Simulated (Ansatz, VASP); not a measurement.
**InP: VASP beside Ansatz**

```
In P
1.0
     0.00000    2.91349    2.59301
     2.59301    0.00000    2.59301
     2.59301    2.91349    0.00000
In P
1 1
Direct
  0.00000 0.00000 0.00000
  0.75000 0.75000 0.75000
```

Change from the starting cell: engineering shear strain xy +0.0000, equal normal strain along x and y -0.1100.

Alike in both runs: task relaxation of the atoms; functional LDA; k mesh 10 × 10 × 10; occupations gaussian, width 0.05 eV; no spin polarisation.

```csv
,VASP,Ansatz
version,VASP 6.6.1,Ansatz 0.2.0
potentials or method,"VASP PAW LDA potentials, release 64 (In_d, P), cutoff 450 eV","scalar-relativistic, plane waves, PAW"
valence electrons in the cell,18,18
```

```tsv
	VASP	Ansatz	Ansatz less VASP
gap on the k mesh at the Fermi level, each at its own relaxed structure (eV)	0.58	0.58	+0.003
```

Ansatz warns that its potentials were made for another functional, while VASP's fit it. LDA's correlation is that of Perdew and Zunger in VASP and of Perdew and Wang (1992) in Ansatz. Ansatz's warnings: stress scf threshold loose.

Noted on VASP's run: the relaxation stopped at its first step, so nothing moved.
